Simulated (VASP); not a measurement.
# Cs2Bi2B3Ir2 (P-3m1) in VASP: single point with PBE

Aim: the single point of Cs2Bi2B3Ir2 with PBE.

Program: VASP 6.6.1. These are calculated values, not measurements. Logs are shortened: lines on timing, memory, paths and dates and some standing lists are left out, and cuts for length are marked.

## Step 1: The cell of the first run

Symmetry: P-3m1, No. 164, trigonal system. Conventional cell: a = 4.922 Å, b = 4.922 Å, c = 13.806 Å, α = 90.00°, β = 90.00°, γ = 120.00°. Cs (site symmetry 3m) has 3 Bi at 3.67 Å and 3 Ir at 4.39 Å and 3 B at 4.86 Å and 6 Cs at 4.92 Å within 5.0 Å. Within 2.6 Å of B (site symmetry 2/m) lie 2 Ir at 1.93 Å and 4 B at 2.46 Å. Bi (site symmetry 3m) has 3 Ir at 3.02 Å and 6 B at 3.38 Å and 3 Cs at 3.67 Å within 4.0 Å. Ir (site symmetry 3m) has 3 B at 1.93 Å within 2.6 Å.

## Step 2: Single point, PBE, collinear spin

INCAR reads:

```
SYSTEM = Cs2Bi2B3Ir2
PREC = Accurate
ENCUT = 520
EDIFF = 1E-7
ISMEAR = 0
SIGMA = 0.1
LREAL = .False.
LASPH = .True.
NELM = 150
ALGO = Normal
ISIF = 2
LWAVE = .False.
LCHARG = .True.
ISPIN = 2
MAGMOM = 0 0 0 0 0 0 0 1 1
LORBIT = 11
LMAXMIX = 4
GGA = PE
LELF = .True.
LVHAR = .True.
NBANDS = 52
```

KPOINTS reads:

```
regular mesh
0
Gamma
  6 6 2
  0 0 0
```

POSCAR reads:

```
Cs2Bi2B3Ir2
1.0
    4.9220274134      0.0000000000      0.0000000000
   -2.4610137067      4.2626007781      0.0000000000
    0.0000000000      0.0000000000     13.8061116796
Cs B Bi Ir
2 3 2 2
Direct
    0.6666666667      0.3333333333      0.3365491430
    0.3333333333      0.6666666667      0.6634508570
    0.0000000000      0.5000000000      0.0000000000
    0.5000000000      0.0000000000      0.0000000000
    0.5000000000      0.5000000000      0.0000000000
    0.0000000000      0.0000000000      0.8319029478
    0.0000000000      0.0000000000      0.1680970522
    0.6666666667      0.3333333333      0.9055424344
    0.3333333333      0.6666666667      0.0944575656
```

Potentials or basis: VASP PAW PBE potentials, release 64 (Cs_sv, B, Bi_d, Ir).

Command:

```
> cat potpaw_PBE.64/Cs_sv/POTCAR potpaw_PBE.64/B/POTCAR potpaw_PBE.64/Bi_d/POTCAR potpaw_PBE.64/Ir/POTCAR > POTCAR
> mpirun -np 1 vasp_std > vasp.out
```

OUTCAR:

```text
SYSTEM = Cs2Bi2B3Ir2
   PREC = Accurate
   ENCUT = 520
   EDIFF = 1E-7
   ISMEAR = 0
   LREAL = .False.
   LASPH = .True.
   NELM = 150
   ISIF = 2
   ISPIN = 2
   LORBIT = 11
   GGA = PE

 ion  position               nearest neighbor table
   1  0.667  0.333  0.337-
   2  0.333  0.667  0.663-
   3  0.000  0.500  0.000-   8 1.93   9 1.93
   4  0.500  0.000  0.000-   8 1.93   9 1.93
   5  0.500  0.500  0.000-   8 1.93   9 1.93
   6  0.000  0.000  0.832-   8 3.02   8 3.02   8 3.02
   7  0.000  0.000  0.168-   9 3.02   9 3.02   9 3.02
   8  0.667  0.333  0.906-   4 1.93   3 1.93   5 1.93   6 3.02   6 3.02   6 3.02
   9  0.333  0.667  0.094-   4 1.93   3 1.93   5 1.93   7 3.02   7 3.02   7 3.02

  LATTYP: Found a hexagonal cell.
 ALAT       =     4.9220274134
 C/A-ratio  =     2.8049644019

  Lattice vectors:

 A1 = (   4.9220274134,   0.0000000000,   0.0000000000)
 A2 = (  -2.4610137067,   4.2626007781,   0.0000000000)
 A3 = (   0.0000000000,   0.0000000000,  13.8061116796)

Analysis of symmetry for initial positions (statically):
=====================================================================
 Subroutine PRICEL returns:
 Original cell was already a primitive cell.

 Routine SETGRP: Setting up the symmetry group for a
 hexagonal supercell.

 Subroutine GETGRP returns: Found 12 space group operations
 (whereof 12 operations were pure point group operations)
 out of a pool of 24 trial point group operations.

The static configuration has the point symmetry D_3d.

Analysis of symmetry for dynamics (positions and initial velocities):
=====================================================================
 Subroutine PRICEL returns:
 Original cell was already a primitive cell.

 Routine SETGRP: Setting up the symmetry group for a
 hexagonal supercell.

 Subroutine GETGRP returns: Found 12 space group operations
 (whereof 12 operations were pure point group operations)
 out of a pool of 24 trial point group operations.

The dynamic configuration has the point symmetry D_3d.

Analysis of structural, dynamic, and magnetic symmetry:
=====================================================================
 Subroutine PRICEL returns:
 Original cell was already a primitive cell.

 Routine SETGRP: Setting up the symmetry group for a
 hexagonal supercell.

 Subroutine GETGRP returns: Found 12 space group operations
 (whereof 12 operations were pure point group operations)
 out of a pool of 24 trial point group operations.

The overall configuration has the point symmetry D_3d.

 Subroutine INISYM returns: Found 12 space group operations
 (whereof 12 operations are pure point group operations),
 and found     1 'primitive' translations

----------------------------------------------------------------------------------------

                                     Primitive cell

  volume of cell :     289.6610

  direct lattice vectors                    reciprocal lattice vectors
     4.922027413  0.000000000  0.000000000     0.203168312  0.117299279  0.000000000
    -2.461013707  4.262600778  0.000000000     0.000000000  0.234598559  0.000000000
     0.000000000  0.000000000 13.806111680     0.000000000  0.000000000  0.072431690

  length of vectors
     4.922027413  4.922027413 13.806111680     0.234598559  0.234598559  0.072431690

  position of ions in fractional coordinates (direct lattice)
     0.666666667  0.333333333  0.336549143
     0.333333333  0.666666667  0.663450857
     0.000000000  0.500000000  0.000000000
     0.500000000  0.000000000  0.000000000
     0.500000000  0.500000000  0.000000000
     0.000000000  0.000000000  0.831902948
     0.000000000  0.000000000  0.168097052
     0.666666667  0.333333333  0.905542434
     0.333333333  0.666666667  0.094457566

  ion indices of the primitive-cell ions
   primitive index   ion index
                 1           1
                 2           2
                 3           3
                 4           4
[... 51 lines left out ...]
   dimension x,y,z NGX =    40 NGY =   40 NGZ =  108
   dimension x,y,z NGXF=    80 NGYF=   80 NGZF=  216
   ions per type =               2   3   2   2
   NGX,Y,Z   is equivalent  to a cutoff of  13.51, 13.51, 13.00 a.u.
   NGXF,Y,Z  is equivalent  to a cutoff of  27.02, 27.02, 26.01 a.u.
 SYSTEM =  Cs2Bi2B3Ir2
   PREC   = accura    normal or accurate (medium, high low for compatibility)
   ISTART =      0    job   : 0-new  1-cont  2-samecut
   ICHARG =      2    charge: 1-file 2-atom 10-const
   ISPIN  =      2    spin polarized calculation?
   LNONCOLLINEAR =      F non collinear calculations
   LSORBIT =      F    spin-orbit coupling
   LASPH  =      T    aspherical Exc in radial PAW
   ENCUT  =  520.0 eV  38.22 Ry    6.18 a.u.   9.15  9.15 25.67*2*pi/ulx,y,z
   NELM   =    150;   NELMIN=  2; NELMDL= -5     # of ELM steps
   EDIFF  = 0.1E-06   stopping-criterion for ELM
   LREAL  =      F    real-space projection
   EDIFFG = 0.1E-05   stopping-criterion for IOM
   NSW    =      0    number of steps for IOM
   IBRION =     -1    ionic relax: 0-MD 1-quasi-New 2-CG
   NFREE  =      0    steps in history (QN), initial steepest desc. (CG)
   ISIF   =      2    stress and relaxation
   ISYM   =      2    0-nonsym 1-usesym 2-fastsym
   POTIM  = 0.5000    time-step for ionic-motion
   TEBEG  =    0.0;   TEEND  =   0.0 temperature during run
   PSTRESS=    0.0 pullay stress
   NELECT =      75.0000    total number of electrons
   NUPDOWN=      -1.0000    fix difference up-down
   EMIN   =  10.00;   EMAX   =-10.00  energy-range for DOS
   EFERMI =   0.00;   METHOD = LEGACY
   ISMEAR =     0;   SIGMA  =   0.10  broadening in eV -4-tet -1-fermi 0-gaus
   EFERMI_NEDOS =   21; number of points for ismear=-14 and -15
   IALGO  =     38    algorithm
   IMIX   =      4    mixing-type and parameters
     AMIX     =   0.40;   BMIX     =  1.00
     AMIX_MAG =   1.60;   BMIX_MAG =  1.00
  volume/ion in A,a.u.               =      32.18       217.19
  Fermi-wavevector in a.u.,A,eV,Ry     =   1.043435  1.971805 14.813421  1.088756
  Thomas-Fermi vector in A             =   2.178144
   LORBIT       =     11    0 simple, 1 ext, 2 COOP (PROOUT), +10 PAW based schemes
   GGA     = PE    functional components
   LHFCALC =     F    Hartree Fock is set to
   AEXX    =    0.0000 exact exchange contribution
   IVDW    =     0    specifies the selected vdW correction
   LEPSILON=     F    determine dielectric tensor
   LRPA    =     F    only Hartree local field effects (RPA)
 spin polarized calculation
 Gauss-broadening in eV      SIGMA  =   0.10
  energy-cutoff  :      520.00
  volume of cell :      289.66
 maximum number of plane-waves:      7846
 NGX is ok and might be reduce to    40
   NGX = 19   NGY = 19   NGZ = 51

 number of electron      75.0000008 magnetization       0.0101912

 number of electron      75.0000008 magnetization      -0.0005948

 Free energy of the ion-electron system (eV)
  ---------------------------------------------------
  ext. energy  EPLUGINS =         0.00000000
  ---------------------------------------------------
  free energy    TOTEN  =       -46.00164030 eV

  energy without entropy =      -45.97905528  energy(sigma->0) =      -45.99034779

 E-fermi :   3.2094     XC(G=0):  -8.2547

 val. band max:        3.2067822639   @ k =   0.1667   0.0000   0.5000
 cond. band min:       3.2219677760   @ k =   0.1667   0.1667   0.5000
 fundamental gap:      0.0151855120
 Fermi energy:         3.2094416153

 spin component 1

 k-point     1 :       0.0000    0.0000    0.0000
  band No.  band energies     occupation
      1     -19.5579      1.00000
      2     -19.5529      1.00000
      3     -18.8917      1.00000
      4     -18.8885      1.00000
      5     -18.8863      1.00000
      6     -18.8863      1.00000
[... 717 lines left out ...]
     48       7.0147      0.00000
     49       7.3083      0.00000
 Fermi energy:         3.2094416153

 spin component 2

 k-point     1 :       0.0000    0.0000    0.0000
  band No.  band energies     occupation
      1     -19.5580      1.00000
      2     -19.5529      1.00000
      3     -18.8917      1.00000
      4     -18.8885      1.00000
      5     -18.8863      1.00000
      6     -18.8863      1.00000
[... 717 lines left out ...]
     48       7.0147      0.00000
     49       7.3082      0.00000
 [bands above 49 left out]

------------------------ aborting loop because EDIFF is reached ----------------------------------------

  FORCE on cell =-STRESS in cart. coord.  units (eV):
  Direction    XX          YY          ZZ          XY          YZ          ZX
  --------------------------------------------------------------------------------------
  -------------------------------------------------------------------------------------
  Total        1.3028148      1.3028148      0.8578522      0.0000000     -0.0000000      0.0000000
  in kB        7.2061483      7.2061483      4.7449646      0.0000000     -0.0000000      0.0000000
  external PRESSURE =       6.3857537 kB  Pullay stress =       0.0000000 kB

 VOLUME and BASIS-vectors are now :
 -----------------------------------------------------------------------------
  energy-cutoff  :      520.00
  volume of cell :      289.66
      direct lattice vectors                 reciprocal lattice vectors
     4.922027413  0.000000000  0.000000000     0.203168312  0.117299279  0.000000000
    -2.461013707  4.262600778  0.000000000     0.000000000  0.234598559  0.000000000
     0.000000000  0.000000000 13.806111680     0.000000000  0.000000000  0.072431690

 POSITION                                       TOTAL-FORCE (eV/Angst)
 -----------------------------------------------------------------------------------
      2.46101      1.42087      4.64644        -0.000000      0.000000     -0.001147
     -0.00000      2.84173      9.15968         0.000000      0.000000      0.001147
     -1.23051      2.13130      0.00000        -0.000000      0.000000      0.000000
      2.46101      0.00000      0.00000        -0.000000      0.000000      0.000000
      1.23051      2.13130      0.00000        -0.000000      0.000000      0.000000
      0.00000      0.00000     11.48535        -0.000000     -0.000000      0.024532
      0.00000      0.00000      2.32077         0.000000      0.000000     -0.024532
      2.46101      1.42087     12.50202        -0.000000      0.000000     -0.240943
     -0.00000      2.84173      1.30409         0.000000     -0.000000      0.240943
 -----------------------------------------------------------------------------------
    total drift:                               -0.000000      0.000000      0.000000

  FREE ENERGIE OF THE ION-ELECTRON SYSTEM (eV)
  ---------------------------------------------------
  free  energy   TOTEN  =       -46.0016403005 eV

  energy  without entropy=      -45.9790552812  energy(sigma->0) =      -45.99034779

 total charge

# of ion       s       p       d       tot
------------------------------------------
    1        1.844   4.665   0.058   6.567
    2        1.844   4.665   0.058   6.567
    3        0.781   0.968   0.000   1.748
    4        0.781   0.968   0.000   1.748
    5        0.781   0.968   0.000   1.748
    6        1.477   1.422   9.906  12.805
    7        1.477   1.422   9.906  12.805
    8        0.791   0.790   7.288   8.868
    9        0.791   0.790   7.288   8.868
--------------------------------------------------
tot         10.568  16.657  34.502  61.728

 magnetization (x)

# of ion       s       p       d       tot
------------------------------------------
    1       -0.000  -0.000  -0.000  -0.000
    2       -0.000  -0.000  -0.000  -0.000
    3       -0.000  -0.000   0.000  -0.000
    4       -0.000  -0.000   0.000  -0.000
    5       -0.000  -0.000   0.000  -0.000
    6        0.000  -0.000  -0.000  -0.000
    7        0.000  -0.000  -0.000  -0.000
    8       -0.000  -0.000   0.000  -0.000
    9       -0.000  -0.000   0.000  -0.000
--------------------------------------------------
tot         -0.000  -0.000  -0.000  -0.000
```

Wall time 12 min (1 thread of Intel Xeon Platinum 8488C (Sapphire Rapids), shared host); peak memory 0.77 GiB.

What came out:

| Quantity | Value |
| --- | --- |
| Free energy | -46.0016 eV |
| Pressure | 0.6 GPa |
| Largest force | 0.241 eV/Å |
| Net moment | 0.00 μB per cell |
| Valence electrons inside the program's atomic spheres | Cs 6.57; B 1.75; Bi 12.80; Ir 8.87 |

Forces in eV/Å, atoms in the order of the input:
```
Cs   0.000  0.000 -0.001
Cs   0.000  0.000  0.001
B    0.000  0.000  0.000
B    0.000  0.000  0.000
B    0.000  0.000  0.000
Bi   0.000  0.000  0.025
Bi   0.000  0.000 -0.025
Ir   0.000  0.000 -0.241
Ir   0.000  0.000  0.241
```

Caveat: spin-orbit coupling is left out, which moves the levels of the heavy elements.
